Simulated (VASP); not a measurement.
# C (Fd-3m) in VASP: notebook

C is run at these levels: PBEsol; tasks: vibrations by perturbation theory, elastic constants.

Everything below comes from runs of VASP 6.6.1. Logs are shortened: lines on timing, memory, paths and dates and some standing lists are left out, and cuts for length are marked.

## 1. The cell of the first run

The structure is cubic, space group Fd-3m (No. 227). Conventional cell: a = 3.554 Å, b = 3.554 Å, c = 3.554 Å, α = 90.00°, β = 90.00°, γ = 90.00°. Within 2.1 Å of C (site symmetry -43m) lie 4 C at 1.54 Å.

## 2. Vibrations by perturbation theory, PBEsol

The input, INCAR:

```
ALGO = Normal
EDIFF = 1E-8
ENCUT = 520
GGA = PS
IBRION = 8
ISIF = 2
ISMEAR = 0
LASPH = True
LCHARG = True
LEPSILON = True
LREAL = False
LWAVE = False
NBANDS = 11
NELM = 100
NSW = 1
PREC = Accurate
SIGMA = 0.01
```

The input, KPOINTS:

```
k-points
0
Gamma
  12 12 12
```

The input, POSCAR:

```
C
1.0
    0.0000000000      1.7769046136      1.7769046136
    1.7769046136      0.0000000000      1.7769046136
    1.7769046136      1.7769046136      0.0000000000
C
2
Direct
    0.0000000000      0.0000000000      0.0000000000
    0.2500000000      0.2500000000      0.2500000000
```

Potentials or basis: VASP PAW PBE potentials, release 64 (C).

Launch:

```console
> cat potpaw_PBE.64/C/POTCAR > POTCAR
> mpirun -np 1 vasp_std > vasp.out
```

OUTCAR:

```text
EDIFF = 1E-8
   ENCUT = 520
   GGA = PS
   IBRION = 8
   ISIF = 2
   ISMEAR = 0
   LASPH = True
   LEPSILON = True
   LREAL = False
   NELM = 100
   NSW = 1
   PREC = Accurate

 ion  position               nearest neighbor table
   1  0.000  0.000  0.000-   2 1.54   2 1.54   2 1.54   2 1.54
   2  0.250  0.250  0.250-   1 1.54   1 1.54   1 1.54   1 1.54

  LATTYP: Found a face centered cubic cell.
 ALAT       =     3.5538092272

  Lattice vectors:

 A1 = (   0.0000000000,   1.7769046136,   1.7769046136)
 A2 = (   1.7769046136,   0.0000000000,   1.7769046136)
 A3 = (   1.7769046136,   1.7769046136,   0.0000000000)

Analysis of symmetry for initial positions (statically):
=====================================================================
 Subroutine PRICEL returns:
 Original cell was already a primitive cell.

 Routine SETGRP: Setting up the symmetry group for a
 face centered cubic supercell.

 Subroutine GETGRP returns: Found 48 space group operations
 (whereof 24 operations were pure point group operations)
 out of a pool of 48 trial point group operations.

The static configuration has the point symmetry T_d .
 The point group associated with its full space group is O_h .

Analysis of symmetry for dynamics (positions and initial velocities):
=====================================================================
 Subroutine PRICEL returns:
 Original cell was already a primitive cell.

 Routine SETGRP: Setting up the symmetry group for a
 face centered cubic supercell.

 Subroutine GETGRP returns: Found 48 space group operations
 (whereof 24 operations were pure point group operations)
 out of a pool of 48 trial point group operations.

The dynamic configuration has the point symmetry T_d .
 The point group associated with its full space group is O_h .

 Subroutine INISYM returns: Found 48 space group operations
 (whereof 24 operations are pure point group operations),
 and found     1 'primitive' translations

----------------------------------------------------------------------------------------

                                     Primitive cell

  volume of cell :      11.2208

  direct lattice vectors                    reciprocal lattice vectors
     0.000000000  1.776904614  1.776904614    -0.281388205  0.281388205  0.281388205
     1.776904614  0.000000000  1.776904614     0.281388205 -0.281388205  0.281388205
     1.776904614  1.776904614  0.000000000     0.281388205  0.281388205 -0.281388205

  length of vectors
     2.512922604  2.512922604  2.512922604     0.487378668  0.487378668  0.487378668

  position of ions in fractional coordinates (direct lattice)
     0.000000000  0.000000000  0.000000000
     0.250000000  0.250000000  0.250000000

  ion indices of the primitive-cell ions
   primitive index   ion index
                 1           1
                 2           2

----------------------------------------------------------------------------------------

 KPOINTS: k-points

[... 487 lines left out ...]
           0.000000     6.018379     0.000000
           0.000000     0.000000     6.018379
 ------------------------------------------------------

 Free energy of the ion-electron system (eV)
  ---------------------------------------------------
  ---------------------------------------------------
  free energy    TOTEN  =        -0.16128401 eV

  energy without entropy =       -0.16128401

------------------------ aborting loop because EDIFF is reached ----------------------------------------

--------------------------------------- Ionic step        2  -------------------------------------------

------------------------ aborting loop because EDIFF is reached ----------------------------------------

--------------------------------------- Ionic step        3  -------------------------------------------

------------------------ aborting loop because EDIFF is reached ----------------------------------------

 PIEZOELECTRIC TENSOR FIELD DIRECTION 3  (e Angst)
 -----------------------------------------------------------------------------
    -0.00009  0.00000  0.00000           ( -0.00000  0.00000  0.00000)
     0.00000 -0.00009  0.00000           (  0.00000 -0.00000  0.00000)
     0.00000  0.00000 -0.00026           (  0.00000  0.00000 -0.00001)

 PIEZOELECTRIC TENSOR FIELD DIRECTION 3  (C/m^2)
 -----------------------------------------------------------------------------
    -0.00013  0.00000  0.00000
     0.00000 -0.00013  0.00000
     0.00000  0.00000 -0.00038

--------------------------------------- Ionic step        4  -------------------------------------------

 Free energy of the ion-electron system (eV)
  ---------------------------------------------------
  ---------------------------------------------------
  free energy    TOTEN  =        -0.11158920 eV

  energy without entropy =       -0.11158920

------------------------ aborting loop because EDIFF is reached ----------------------------------------

 INTERNAL STRAIN TENSOR  FOR ION    1  DIRECTION 1   (eV/Angst):
 -----------------------------------------------------------------------------
     0.00511  0.00000  0.00000
     0.00000 -0.00208  4.00447
     0.00000  4.00447 -0.00208

 MACROSCOPIC STATIC DIELECTRIC TENSOR (including local field effects in DFT)
 ------------------------------------------------------
           5.871648     0.000000    -0.000000
           0.000000     5.871648     0.000000
          -0.000000     0.000000     5.871648
 ------------------------------------------------------

 PIEZOELECTRIC TENSOR (including local field effects)  for field in x, y, z        (e  Angst)
          XX          YY          ZZ          XY          YZ          ZX
  --------------------------------------------------------------------------------
  x    -0.00000     0.00000     0.00000     0.00000     0.00000     0.00000
  y    -0.00000    -0.00000    -0.00000     0.00000    -0.00000     0.00000
  z     0.00000     0.00000    -0.00000     0.00000     0.00000     0.00000

 PIEZOELECTRIC TENSOR (including local field effects)  for field in x, y, z        (C/m^2)
          XX          YY          ZZ          XY          YZ          ZX
  --------------------------------------------------------------------------------
  x    -0.00000     0.00000     0.00000     0.00000     0.00000     0.00000
  y    -0.00000    -0.00000    -0.00000     0.00000    -0.00000     0.00000
  z     0.00000     0.00000    -0.00000     0.00000     0.00000     0.00000

 BORN EFFECTIVE CHARGES (including local field effects) (in |e|, cummulative output)
 ---------------------------------------------------------------------------------
 ion    1
    1     0.00000     0.00000     0.00000
    2     0.00000    -0.00000    -0.00000
    3     0.00000     0.00000    -0.00000
 ion    2
    1    -0.00000    -0.00000    -0.00000
    2    -0.00000     0.00000     0.00000
    3     0.00000    -0.00000     0.00000

 INTERNAL STRAIN TENSOR FOR ION    2 for displacements in x,y,z  (eV/Angst):
          X           Y           Z          XY          YZ          ZX
  --------------------------------------------------------------------------------
  x     0.00000     0.00000     0.00000     0.00000    -4.00447     0.00000
  y     0.00000    -0.00000     0.00000     0.00000     0.00000    -4.00447
  z     0.00000     0.00000     0.00000    -4.00447     0.00000     0.00000

 SECOND DERIVATIVES (NOT SYMMETRIZED)
 ------------------------------------
               1X          1Y          1Z          2X          2Y          2Z
  1X   -37.884136    0.000000    0.000000   37.884136    0.000000    0.000000
  1Y     0.000000  -37.884136    0.000000    0.000000   37.884136    0.000000
  1Z     0.000000    0.000000  -37.884136    0.000000    0.000000   37.884136
  2X    37.884136    0.000000    0.000000  -37.884136    0.000000    0.000000
  2Y     0.000000   37.884136    0.000000    0.000000  -37.884136    0.000000
  2Z     0.000000    0.000000   37.884136    0.000000    0.000000  -37.884136

 Eigenvectors and eigenvalues of the dynamical matrix
 ----------------------------------------------------

   1 f  =   39.264930 THz   246.708833 2PiTHz 1309.737096 cm-1   162.386631 meV
             X         Y         Z           dx          dy          dz
      0.000000  0.000000  0.000000     0.707107    0.000000    0.000000
      0.888452  0.888452  0.888452    -0.707107    0.000000    0.000000
[... 16 lines left out ...]
   5 f  =    0.000000 THz     0.000000 2PiTHz    0.000000 cm-1     0.000000 meV
             X         Y         Z           dx          dy          dz
      0.000000  0.000000  0.000000     0.707107    0.000000    0.000000
      0.888452  0.888452  0.888452     0.707107    0.000000    0.000000

   6 f/i=    0.000001 THz     0.000003 2PiTHz    0.000017 cm-1     0.000002 meV
             X         Y         Z           dx          dy          dz
      0.000000  0.000000  0.000000     0.000000    0.252282    0.660571
      0.888452  0.888452  0.888452     0.000000    0.252282    0.660571

--------------------------------------------------------------------------------------------------------

 MACROSCOPIC STATIC DIELECTRIC TENSOR IONIC CONTRIBUTION
 ------------------------------------------------------
           0.000000     0.000000    -0.000000
           0.000000     0.000000    -0.000000
          -0.000000    -0.000000     0.000000
 ------------------------------------------------------

 ELASTIC MODULI CONTR FROM IONIC RELAXATION (kBar)
 Direction    XX          YY          ZZ          XY          YZ          ZX
 --------------------------------------------------------------------------------
 XX          -0.0000     -0.0000     -0.0000      0.0000      0.0000      0.0000
 YY          -0.0000     -0.0000     -0.0000      0.0000      0.0000     -0.0000
 ZZ          -0.0000     -0.0000     -0.0000      0.0000      0.0000      0.0000
 XY           0.0000      0.0000      0.0000    -60.4394      0.0000      0.0000
 YZ           0.0000      0.0000      0.0000      0.0000    -60.4394      0.0000
 ZX           0.0000     -0.0000      0.0000      0.0000      0.0000    -60.4394
 --------------------------------------------------------------------------------

 PIEZOELECTRIC TENSOR IONIC CONTR  for field in x, y, z        (C/m^2)
          XX          YY          ZZ          XY          YZ          ZX
  --------------------------------------------------------------------------------
  x    -0.00000    -0.00000    -0.00000     0.00000     0.00000     0.00000
  y     0.00000    -0.00000     0.00000    -0.00000     0.00000    -0.00000
  z     0.00000     0.00000     0.00000    -0.00000     0.00000     0.00000
```

Wall time 2.5 min (1 thread of Intel Xeon 8259CL, shared host); peak memory 0.19 GiB.

What came out:

```
Electronic dielectric tensor (diagonal) : 5.87
Born charges (mean of the diagonal)     : C +0.00 e
Highest phonon frequency at Γ           : 1310 cm⁻¹
```

Phonon frequencies in cm⁻¹ (negative: imaginary):
| q point | frequencies |
| --- | --- |
| (0.000, 0.000, 0.000) | 0 0 0 1310 1310 1310 |

Electronic dielectric tensor:
```
5.87 0.00 0.00
0.00 5.87 0.00
0.00 0.00 5.87
```

Born effective charge tensors (e):
atom 1, C
```
0.00 0.00 0.00
0.00 0.00 0.00
0.00 0.00 0.00
```
atom 2, C
```
0.00 0.00 0.00
0.00 0.00 0.00
0.00 0.00 0.00
```

Caveat: the cell wasn't relaxed at this level first, which shifts response properties; the PAW data sets were made with another functional, which shifts forces and pressure a little.

## 3. Elastic constants, PBEsol

The input, INCAR:

```
SYSTEM = C
PREC     = Accurate       ! precision mode
ENCUT    = 600            ! plane-wave cutoff, eV
EDIFF    = 1E-8           ! SCF threshold, eV
ISMEAR   = 0              ! smearing method
SIGMA    = 0.01           ! smearing width, eV
LREAL    = .False.        ! projectors in reciprocal space
LASPH    = .True.         ! aspherical terms in the spheres
NELM     = 60             ! most SCF steps
ALGO     = Normal         ! electronic algorithm
ISIF     = 3              ! what is computed and relaxed
LWAVE    = .False.        ! write WAVECAR
LCHARG   = .False.        ! write CHGCAR
GGA      = PS             ! functional
IBRION   = 6              ! ionic algorithm
NFREE    = 2            
POTIM    = 0.015          ! step
NSW      = 1              ! ionic steps
```

The input, KPOINTS:

```
regular mesh
0
Gamma
  12 12 12
  0 0 0
```

POSCAR is that of step 2.

Potentials or basis: VASP PAW PBE potentials, release 64 (C).

Launch:

```console
> cat potpaw_PBE.64/C/POTCAR > POTCAR
> mpirun -np 1 vasp_std > vasp.out
```

OUTCAR:

```text
SYSTEM = C
   PREC = Accurate
   ENCUT = 600
   EDIFF = 1E-8
   ISMEAR = 0
   LREAL = .False.
   LASPH = .True.
   NELM = 60
   ISIF = 3
   GGA = PS
   IBRION = 6
   NFREE = 2
   POTIM = 0.015
   NSW = 1

 ion  position               nearest neighbor table
   1  0.000  0.000  0.000-   2 1.54   2 1.54   2 1.54   2 1.54
   2  0.250  0.250  0.250-   1 1.54   1 1.54   1 1.54   1 1.54

  LATTYP: Found a face centered cubic cell.
 ALAT       =     3.5538092272

  Lattice vectors:

 A1 = (   0.0000000000,   1.7769046136,   1.7769046136)
 A2 = (   1.7769046136,   0.0000000000,   1.7769046136)
 A3 = (   1.7769046136,   1.7769046136,   0.0000000000)

Analysis of symmetry for initial positions (statically):
=====================================================================
 Subroutine PRICEL returns:
 Original cell was already a primitive cell.

 Routine SETGRP: Setting up the symmetry group for a
 face centered cubic supercell.

 Subroutine GETGRP returns: Found 48 space group operations
 (whereof 24 operations were pure point group operations)
 out of a pool of 48 trial point group operations.

The static configuration has the point symmetry T_d .
 The point group associated with its full space group is O_h .

Analysis of symmetry for dynamics (positions and initial velocities):
=====================================================================
 Subroutine PRICEL returns:
 Original cell was already a primitive cell.

 Routine SETGRP: Setting up the symmetry group for a
[... 928 lines left out ...]

 INTERNAL STRAIN TENSOR FOR ION    1 for displacements in x,y,z  (eV/Angst):
          X           Y           Z          XY          YZ          ZX
  --------------------------------------------------------------------------------
  x     0.00000    -0.00000    -0.00000    -0.00000     4.06280    -0.00000
  y     0.00000    -0.00000    -0.00000    -0.00000     0.00000     4.06259
  z     0.00000    -0.00000    -0.00000     4.06332    -0.00000     0.00000

 INTERNAL STRAIN TENSORS FROM DISPLACED ATOMS
 ============================================

 INTERNAL STRAIN TENSOR FOR ION    1 for displacements in x,y,z  (eV/Angst):
          X           Y           Z          XY          YZ          ZX
  --------------------------------------------------------------------------------
  x     0.00000     0.00000     0.00000     0.00000     4.06084     0.00000
  y     0.00000     0.00000     0.00000     0.00000     0.00000     4.06084
  z     0.00000     0.00000     0.00000     4.06084     0.00000     0.00000

 INTERNAL STRAIN TENSOR FOR ION    2 for displacements in x,y,z  (eV/Angst):
          X           Y           Z          XY          YZ          ZX
  --------------------------------------------------------------------------------
  x    -0.00000    -0.00000    -0.00000     0.00000    -4.06084     0.00000
  y    -0.00000    -0.00000    -0.00000     0.00000     0.00000    -4.06084
  z    -0.00000    -0.00000    -0.00000    -4.06084     0.00000     0.00000

 Eigenvectors and eigenvalues of the dynamical matrix
 ----------------------------------------------------

   1 f  =   39.269119 THz   246.735152 2PiTHz 1309.876816 cm-1   162.403954 meV
             X         Y         Z           dx          dy          dz
      0.000000  0.000000  0.000000     0.683486    0.181235    0.000000
      0.888452  0.888452  0.888452    -0.683486   -0.181235    0.000000
[... 11 lines left out ...]
   4 f  =    0.000000 THz     0.000003 2PiTHz    0.000016 cm-1     0.000002 meV
             X         Y         Z           dx          dy          dz
      0.000000  0.000000  0.000000     0.096684    0.682684   -0.156829
      0.888452  0.888452  0.888452     0.096684    0.682684   -0.156829

   5 f/i=    0.000000 THz     0.000001 2PiTHz    0.000005 cm-1     0.000001 meV
             X         Y         Z           dx          dy          dz
      0.000000  0.000000  0.000000     0.697917   -0.107379   -0.037166
      0.888452  0.888452  0.888452     0.697917   -0.107379   -0.037166

   6 f/i=    0.000000 THz     0.000003 2PiTHz    0.000016 cm-1     0.000002 meV
             X         Y         Z           dx          dy          dz
      0.000000  0.000000  0.000000    -0.059698   -0.149709   -0.688494
      0.888452  0.888452  0.888452    -0.059698   -0.149709   -0.688494

--------------------------------------------------------------------------------------------------------

 ELASTIC MODULI CONTR FROM IONIC RELAXATION (kBar)
 Direction    XX          YY          ZZ          XY          YZ          ZX
 --------------------------------------------------------------------------------
 XX          -0.0000     -0.0000     -0.0000     -0.0000     -0.0000     -0.0000
 YY          -0.0000     -0.0000     -0.0000     -0.0000     -0.0000     -0.0000
 ZZ          -0.0000     -0.0000     -0.0000     -0.0000     -0.0000     -0.0000
 XY          -0.0000     -0.0000     -0.0000    -62.1398      0.0000      0.0000
 YZ          -0.0000     -0.0000     -0.0000      0.0000    -62.1398      0.0000
 ZX          -0.0000     -0.0000     -0.0000      0.0000      0.0000    -62.1398
 --------------------------------------------------------------------------------

 TOTAL ELASTIC MODULI (kBar)
 Direction    XX          YY          ZZ          XY          YZ          ZX
 --------------------------------------------------------------------------------
 XX       10696.6371   1406.7012   1406.7012     -0.0000     -0.0000      0.0000
 YY        1406.7012  10696.6371   1406.7012     -0.0000     -0.0000     -0.0000
 ZZ        1406.7012   1406.7012  10696.6371     -0.0000     -0.0000     -0.0000
 XY          -0.0000     -0.0000     -0.0000   5755.7423      0.0000      0.0000
 YZ          -0.0000     -0.0000     -0.0000      0.0000   5755.7423      0.0000
 ZX           0.0000     -0.0000     -0.0000      0.0000      0.0000   5755.7423
 --------------------------------------------------------------------------------
```

OSZICAR:

```text
N       E                     dE             d eps       ncg     rms          rms(c)
DAV:   1     0.119322427616E+01    0.11932E+01   -0.54633E+03  1200   0.111E+03
[... 139 lines left out ...]
DAV:   1    -0.192507087185E+02   -0.72589E-03   -0.13186E+00  4520   0.106E+01    0.250E-01
DAV:   2    -0.192504239592E+02    0.28476E-03   -0.65377E-03  6200   0.898E-01    0.147E-01
DAV:   3    -0.192499888164E+02    0.43514E-03   -0.11773E-03  5208   0.313E-01    0.159E-02
DAV:   4    -0.192499857037E+02    0.31127E-05   -0.50088E-05  5032   0.793E-02    0.934E-03
DAV:   5    -0.192499828182E+02    0.28855E-05   -0.84295E-06  6432   0.251E-02    0.885E-04
DAV:   6    -0.192499828363E+02   -0.18032E-07   -0.33575E-07  4744   0.649E-03    0.454E-04
DAV:   7    -0.192499828334E+02    0.28925E-08   -0.10191E-08  3216   0.983E-04
  15 F= -.19249983E+02 E0= -.19249983E+02  d E =-.222681E-14
```

Run time: 5.1 min. Hardware: 1 thread of Intel Xeon 8259CL, shared host; peak memory 0.19 GiB.

Results:

| Item | Value |
| --- | --- |
| Elastic constants C11, C12, C44 | 1070, 141, 576 GPa |
| Voigt bulk modulus | 450 GPa |
| Highest phonon frequency at Γ | 1310 cm⁻¹ |

Phonon frequencies in cm⁻¹ (negative: imaginary):
```tsv
q point	frequencies
(0.000, 0.000, 0.000)	0 0 0 1310 1310 1310
```

Elastic tensor in Voigt notation (GPa, in the Cartesian axes of the cell as first typed):
```
1070  141  141    0    0    0
 141 1070  141    0    0    0
 141  141 1070    0    0    0
   0    0    0  576    0    0
   0    0    0    0  576    0
   0    0    0    0    0  576
```

Clamped-ion elastic tensor (GPa):
```
1070  141  141    0    0    0
 141 1070  141    0    0    0
 141  141 1070    0    0    0
   0    0    0  582    0    0
   0    0    0    0  582    0
   0    0    0    0    0  582
```

Caveat: the PAW data sets were made with another functional, which shifts forces and pressure a little.
